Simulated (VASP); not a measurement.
# Mg2O5 (cubic X2O5 type) (Pn-3m) in VASP: a series of runs

The runs below take Mg2O5 (cubic X2O5 type) through single point, with PBE.

Everything below comes from runs of VASP 6.6.1. Logs are shortened: lines on timing, memory, paths and dates and some standing lists are left out, and cuts for length are marked.

## Step 1: The cell of the first run

It takes space group Pn-3m (No. 224, cubic). The conventional cell has a = 5.073 Å, b = 5.073 Å, c = 5.073 Å, α = 90.00°, β = 90.00°, γ = 90.00°. Mg (site symmetry -3m) has 12 O at 2.20 to 2.54 Å within 2.9 Å. Within 2.9 Å of O (site symmetry -3m) lie 6 O at 2.20 Å and 6 Mg at 2.54 Å. O (site symmetry -42m) has 4 Mg at 2.20 Å and 8 O at 2.20 to 2.54 Å within 2.9 Å.

## Step 2: Single point, PBE

INCAR

```
SYSTEM = Mg2O5
PREC = Accurate
ENCUT = 520
EDIFF = 1E-6
ISMEAR = -1
SIGMA = 0.06122561905347299
LREAL = .FALSE.
LASPH = .TRUE.
NELM = 60
ALGO = Normal
ISIF = 2
LWAVE = .FALSE.
LCHARG = .TRUE.
GGA = PE
LELF = .TRUE.
LVHAR = .TRUE.
NBANDS = 47
```

KPOINTS

```
regular mesh
0
G
  7 7 7
  0 0 0
```

POSCAR

```
Mg2O5
1.0
    5.0730894730      0.0000000000      0.0000000000
    0.0000000000      5.0730894730      0.0000000000
    0.0000000000      0.0000000000      5.0730894730
Mg O
4 10
Direct
    0.0000000000      0.0000000000      0.0000000000
    0.5000000000      0.5000000000      0.0000000000
    0.5000000000      0.0000000000      0.5000000000
    0.0000000000      0.5000000000      0.5000000000
    0.5000000000      0.0000000000      0.0000000000
    0.0000000000      0.5000000000      0.0000000000
    0.0000000000      0.0000000000      0.5000000000
    0.5000000000      0.5000000000      0.5000000000
    0.7500000000      0.7500000000      0.2500000000
    0.7500000000      0.2500000000      0.7500000000
    0.2500000000      0.7500000000      0.7500000000
    0.7500000000      0.2500000000      0.2500000000
    0.2500000000      0.7500000000      0.2500000000
    0.2500000000      0.2500000000      0.7500000000
```

Potentials or basis: VASP PAW PBE potentials, release 64 (Mg, O).

Command:

```
> cat potpaw_PBE.64/Mg/POTCAR potpaw_PBE.64/O/POTCAR > POTCAR
> mpirun -np 1 vasp_std > vasp.out
```

OUTCAR:

```text
SYSTEM = Mg2O5
   PREC = Accurate
   ENCUT = 520
   EDIFF = 1E-6
   ISMEAR = -1
   LREAL = .FALSE.
   LASPH = .TRUE.
   NELM = 60
   ISIF = 2
   GGA = PE

 ion  position               nearest neighbor table
   1  0.000  0.000  0.000-   9 2.20  10 2.20  11 2.20  12 2.20  13 2.20  14 2.20   5 2.54   6 2.54
                             7 2.54   7 2.54   6 2.54   5 2.54   3 3.59   4 3.59   2 3.59   2 3.59
   2  0.500  0.500  0.000-   9 2.20  10 2.20  11 2.20  12 2.20  13 2.20  14 2.20   5 2.54   6 2.54
                             8 2.54   8 2.54   5 2.54   6 2.54   3 3.59   4 3.59   1 3.59   1 3.59
   3  0.500  0.000  0.500-   9 2.20  10 2.20  11 2.20  12 2.20  13 2.20  14 2.20   5 2.54   7 2.54
                             8 2.54   5 2.54   8 2.54   7 2.54   1 3.59   2 3.59   1 3.59   2 3.59
   4  0.000  0.500  0.500-   9 2.20  10 2.20  11 2.20  12 2.20  13 2.20  14 2.20   6 2.54   7 2.54
                             8 2.54   6 2.54   7 2.54   8 2.54   1 3.59   2 3.59   1 3.59   1 3.59
   5  0.500  0.000  0.000-   1 2.54   2 2.54   3 2.54   3 2.54   2 2.54   1 2.54
   6  0.000  0.500  0.000-   1 2.54   2 2.54   4 2.54   4 2.54   1 2.54   2 2.54
   7  0.000  0.000  0.500-   1 2.54   3 2.54   4 2.54   1 2.54   4 2.54   3 2.54
   8  0.500  0.500  0.500-   2 2.54   3 2.54   4 2.54   2 2.54   3 2.54   4 2.54
   9  0.750  0.750  0.250-   1 2.20   2 2.20   3 2.20   4 2.20
  10  0.750  0.250  0.750-   1 2.20   2 2.20   3 2.20   4 2.20
  11  0.250  0.750  0.750-   1 2.20   2 2.20   3 2.20   4 2.20
  12  0.750  0.250  0.250-   1 2.20   2 2.20   3 2.20   4 2.20
  13  0.250  0.750  0.250-   1 2.20   2 2.20   3 2.20   4 2.20
  14  0.250  0.250  0.750-   1 2.20   2 2.20   3 2.20   4 2.20

  LATTYP: Found a simple cubic cell.
 ALAT       =     5.0730894730

  Lattice vectors:

 A1 = (   5.0730894730,   0.0000000000,   0.0000000000)
 A2 = (   0.0000000000,   5.0730894730,   0.0000000000)
 A3 = (   0.0000000000,   0.0000000000,   5.0730894730)

Analysis of symmetry for initial positions (statically):
=====================================================================
 Subroutine PRICEL returns:
 Original cell was already a primitive cell.

 Routine SETGRP: Setting up the symmetry group for a
 simple cubic supercell.

 Subroutine GETGRP returns: Found 48 space group operations
 (whereof 12 operations were pure point group operations)
 out of a pool of 48 trial point group operations.

The static configuration has the point symmetry D_3d.
 The point group associated with its full space group is O_h .

Analysis of symmetry for dynamics (positions and initial velocities):
=====================================================================
 Subroutine PRICEL returns:
 Original cell was already a primitive cell.

 Routine SETGRP: Setting up the symmetry group for a
 simple cubic supercell.

 Subroutine GETGRP returns: Found 48 space group operations
 (whereof 12 operations were pure point group operations)
 out of a pool of 48 trial point group operations.

The dynamic configuration has the point symmetry D_3d.
 The point group associated with its full space group is O_h .

 Subroutine INISYM returns: Found 48 space group operations
 (whereof 12 operations are pure point group operations),
 and found     1 'primitive' translations

----------------------------------------------------------------------------------------

                                     Primitive cell

  volume of cell :     130.5622

  direct lattice vectors                    reciprocal lattice vectors
     5.073089473  0.000000000  0.000000000     0.197118542  0.000000000  0.000000000
     0.000000000  5.073089473  0.000000000     0.000000000  0.197118542  0.000000000
     0.000000000  0.000000000  5.073089473     0.000000000  0.000000000  0.197118542

  length of vectors
     5.073089473  5.073089473  5.073089473     0.197118542  0.197118542  0.197118542

  position of ions in fractional coordinates (direct lattice)
[... 23 lines left out ...]
                 7           7
                 8           8
                 9           9
                10          10
                11          11
                12          12
                13          13
                14          14

----------------------------------------------------------------------------------------

 KPOINTS: regular mesh

Automatic generation of k-mesh.
 Grid dimensions read from file:
 generate k-points for:    7    7    7

 Generating k-lattice:

  Cartesian coordinates                     Fractional coordinates (reciprocal lattice)
     0.028159792  0.000000000  0.000000000     0.142857143  0.000000000  0.000000000
     0.000000000  0.028159792  0.000000000     0.000000000  0.142857143  0.000000000
     0.000000000  0.000000000  0.028159792     0.000000000  0.000000000  0.142857143

  Length of vectors
     0.028159792  0.028159792  0.028159792

  Shift w.r.t. Gamma in fractional coordinates (k-lattice)
     0.000000000  0.000000000  0.000000000

 Subroutine IBZKPT returns following result:
 ===========================================

 Found     20 irreducible k-points:

 Following reciprocal coordinates:
            Coordinates               Weight
  0.000000  0.000000  0.000000      1.000000
  0.142857  0.000000  0.000000      6.000000
  0.285714  0.000000  0.000000      6.000000
  0.428571  0.000000  0.000000      6.000000
  0.142857  0.142857  0.000000     12.000000
  0.285714  0.142857  0.000000     24.000000
[... 12 lines left out ...]
  0.428571  0.428571  0.285714     24.000000
  0.428571  0.428571  0.428571      8.000000
   k-points           NKPTS =     20   k-points in BZ     NKDIM =     20   number of bands    NBANDS=     47
   number of dos      NEDOS =    301   number of ions     NIONS =     14
   total plane-waves  NPLWV =  64000
   dimension x,y,z NGX =    40 NGY =   40 NGZ =   40
   dimension x,y,z NGXF=    80 NGYF=   80 NGZF=   80
   ions per type =               4  10
   NGX,Y,Z   is equivalent  to a cutoff of  13.11, 13.11, 13.11 a.u.
   NGXF,Y,Z  is equivalent  to a cutoff of  26.22, 26.22, 26.22 a.u.
 SYSTEM =  Mg2O5
   PREC   = accura    normal or accurate (medium, high low for compatibility)
   ISTART =      0    job   : 0-new  1-cont  2-samecut
   ICHARG =      2    charge: 1-file 2-atom 10-const
   ISPIN  =      1    spin polarized calculation?
   LNONCOLLINEAR =      F non collinear calculations
   LSORBIT =      F    spin-orbit coupling
   LASPH  =      T    aspherical Exc in radial PAW
   ENCUT  =  520.0 eV  38.22 Ry    6.18 a.u.   9.43  9.43  9.43*2*pi/ulx,y,z
   NELM   =     60;   NELMIN=  2; NELMDL= -5     # of ELM steps
   EDIFF  = 0.1E-05   stopping-criterion for ELM
   LREAL  =      F    real-space projection
[... 7 lines left out ...]
   TEBEG  =    0.0;   TEEND  =   0.0 temperature during run
   PSTRESS=    0.0 pullay stress
   NELECT =      68.0000    total number of electrons
   NUPDOWN=      -1.0000    fix difference up-down
   EMIN   =  10.00;   EMAX   =-10.00  energy-range for DOS
   EFERMI =   0.00;   METHOD = LEGACY
   ISMEAR =    -1;   SIGMA  =   0.06  broadening in eV -4-tet -1-fermi 0-gaus
   EFERMI_NEDOS =   21; number of points for ismear=-14 and -15
   IALGO  =     38    algorithm
   IMIX   =      4    mixing-type and parameters
     AMIX     =   0.40;   BMIX     =  1.00
     AMIX_MAG =   1.60;   BMIX_MAG =  1.00
  volume/ion in A,a.u.               =       9.33        62.93
  Fermi-wavevector in a.u.,A,eV,Ry     =   1.317160  2.489072 23.604899  1.734911
  Thomas-Fermi vector in A             =   2.447221
   LORBIT       =      0    0 simple, 1 ext, 2 COOP (PROOUT), +10 PAW based schemes
   GGA     = PE    functional components
   LHFCALC =     F    Hartree Fock is set to
   AEXX    =    0.0000 exact exchange contribution
   IVDW    =     0    specifies the selected vdW correction
   LEPSILON=     F    determine dielectric tensor
   LRPA    =     F    only Hartree local field effects (RPA)
 non-spin polarized calculation
  energy-cutoff  :      520.00
  volume of cell :      130.56
 maximum number of plane-waves:      3539
 NGX is ok and might be reduce to    40
   NGX = 19   NGY = 19   NGZ = 19

 number of electron      68.0000055 magnetization

 Free energy of the ion-electron system (eV)
  ---------------------------------------------------
  ext. energy  EPLUGINS =         0.00000000
  ---------------------------------------------------
  free energy    TOTEN  =       -58.94366002 eV

  energy without entropy =      -58.68428061  energy(sigma->0) =      -58.81397031

 E-fermi :   3.4481     XC(G=0): -11.0203

 val. band max:        3.4450108703   @ k =   0.4286   0.4286   0.1429
 cond. band min:       3.4488159861   @ k =   0.2857   0.2857   0.2857
 fundamental gap:      0.0038051158
 Fermi energy:         3.4481203392

 k-point     1 :       0.0000    0.0000    0.0000
  band No.  band energies     occupation
      1     -16.7234      2.00000
      2     -14.3946      2.00000
      3     -14.3946      2.00000
      4     -14.2438      2.00000
      5     -14.2438      2.00000
      6     -14.2438      2.00000
[... 969 lines left out ...]
     45      12.5296      0.00000
     46      13.6936      0.00000
 [bands above 46 left out]

------------------------ aborting loop because EDIFF is reached ----------------------------------------

  FORCE on cell =-STRESS in cart. coord.  units (eV):
  Direction    XX          YY          ZZ          XY          YZ          ZX
  --------------------------------------------------------------------------------------
  -------------------------------------------------------------------------------------
  Total        6.2536948      6.2536948      6.2536948      0.0000000      0.0000000     -0.0000000
  in kB       76.7413967     76.7413967     76.7413967      0.0000000      0.0000000     -0.0000000
  external PRESSURE =      76.7413967 kB  Pullay stress =       0.0000000 kB

 VOLUME and BASIS-vectors are now :
 -----------------------------------------------------------------------------
  energy-cutoff  :      520.00
  volume of cell :      130.56
      direct lattice vectors                 reciprocal lattice vectors
     5.073089473  0.000000000  0.000000000     0.197118542  0.000000000  0.000000000
     0.000000000  5.073089473  0.000000000     0.000000000  0.197118542  0.000000000
     0.000000000  0.000000000  5.073089473     0.000000000  0.000000000  0.197118542

 POSITION                                       TOTAL-FORCE (eV/Angst)
 -----------------------------------------------------------------------------------
      0.00000      0.00000      0.00000        -0.000000     -0.000000     -0.000000
      2.53654      2.53654      0.00000        -0.000000     -0.000000     -0.000000
      2.53654      0.00000      2.53654        -0.000000     -0.000000     -0.000000
      0.00000      2.53654      2.53654        -0.000000     -0.000000     -0.000000
      2.53654      0.00000      0.00000        -0.000000     -0.000000     -0.000000
      0.00000      2.53654      0.00000        -0.000000     -0.000000     -0.000000
      0.00000      0.00000      2.53654        -0.000000     -0.000000     -0.000000
      2.53654      2.53654      2.53654        -0.000000     -0.000000     -0.000000
      3.80482      3.80482      1.26827         0.000000     -0.000000      0.000000
      3.80482      1.26827      3.80482         0.000000      0.000000     -0.000000
      1.26827      3.80482      3.80482         0.000000      0.000000     -0.000000
      3.80482      1.26827      1.26827         0.000000     -0.000000      0.000000
      1.26827      3.80482      1.26827        -0.000000      0.000000     -0.000000
      1.26827      1.26827      3.80482         0.000000      0.000000      0.000000
 -----------------------------------------------------------------------------------
    total drift:                               -0.000000      0.000000      0.000000

  FREE ENERGIE OF THE ION-ELECTRON SYSTEM (eV)
  ---------------------------------------------------
  free  energy   TOTEN  =       -58.9436600238 eV

  energy  without entropy=      -58.6842806062  energy(sigma->0) =      -58.81397031
```

It took 75 s on 1 thread of AMD EPYC 9R45 (Zen 5), shared host; peak memory 0.25 GiB.

What came out:

```
Free energy            : -58.9437 eV
Pressure               : 7.7 GPa
Band gap on the k mesh : zero (bands 34 and 35 overlap by 0.28 eV)
```

Caveat: the cell stands under pressure; semilocal functionals underestimate gaps, so a narrow gap can read as zero.

## Step 3: Single point, PBE

INCAR

```
PREC = Accurate ; ENCUT = 520
EDIFF = 1E-6 ; ISMEAR = -1
SIGMA = 0.06122561905347299 ; LREAL = F
LASPH = T ; NELM = 80
ALGO = Normal ; ISIF = 2
LWAVE = F ; LCHARG = T
GGA = PE ; LELF = T
LVHAR = T ; NBANDS = 47
```

KPOINTS

```
Automatic mesh
0
Gamma
  7 7 7
```

POSCAR is that of step 2.

Potentials or basis: VASP PAW PBE potentials, release 64 (Mg, O).

Command:

```
> cat potpaw_PBE.64/Mg/POTCAR potpaw_PBE.64/O/POTCAR > POTCAR
> mpirun -np 1 vasp_std > vasp.out
```

It took 76 s on 1 thread of AMD EPYC 9R45 (Zen 5), shared host; peak memory 0.25 GiB.

It converged, with:

```yaml
Free_energy: -58.9437 eV
Pressure: 7.7 GPa
Band_gap_on_the_k_mesh: zero (bands 34 and 35 overlap by 0.28 eV)
```

Levels at points of the mesh, in eV from the Fermi level:
```csv
k point,band 30,band 31,band 32,band 33,band 34,band 35,band 36,band 37,band 38,band 39
"(0.00, 0.00, 0.00)",-0.62,-0.62,-0.09,-0.09,-0.09,0.32,0.32,0.32,0.43,0.43
```

Caveat: the cell stands under pressure; semilocal functionals underestimate gaps, so a narrow gap can read as zero.

## Step 4: Single point, PBE

This run uses another cell than the first one, of 9.52 Å³/atom.

INCAR

```
PREC = Accurate
ENCUT = 520
EDIFF = 1E-6
ISMEAR = -1
SIGMA = 0.06122561905347299
LREAL = F
LASPH = T
NELM = 80
ALGO = Normal
ISIF = 2
LWAVE = F
LCHARG = F
GGA = PE
NBANDS = 47
```

KPOINTS

```
regular mesh
0
Gamma
  7 7 7
```

Changes to POSCAR since step 3:

```diff
@@ -2,5 +2,5 @@
 1.0
-    5.0730894730      0.0000000000      0.0000000000
-    0.0000000000      5.0730894730      0.0000000000
-    0.0000000000      0.0000000000      5.0730894730
+    5.1088166323      0.0000000000      0.0000000000
+    0.0000000000      5.1088166323      0.0000000000
+    0.0000000000      0.0000000000      5.1088166323
 Mg O
```

Command:

```
> cat potpaw_PBE.64/Mg/POTCAR potpaw_PBE.64/O/POTCAR > POTCAR
> mpirun -np 1 vasp_std > vasp.out
```

Run time: 76 s. Hardware: 1 thread of AMD EPYC 9R45 (Zen 5), shared host; peak memory 0.25 GiB.

The run converged. Its results:

```
Free energy            : -59.0541 eV
Pressure               : 4.6 GPa
Band gap on the k mesh : zero (bands 34 and 35 overlap by 0.27 eV)
```

Levels at points of the mesh, in eV from the Fermi level:
```tsv
k point	band 32	band 33	band 34	band 35	band 36	band 37
(0.00, 0.00, 0.00)	-0.09	-0.09	-0.09	0.31	0.31	0.31
```

Caveat: the cell stands under pressure; semilocal functionals underestimate gaps, so a narrow gap can read as zero.
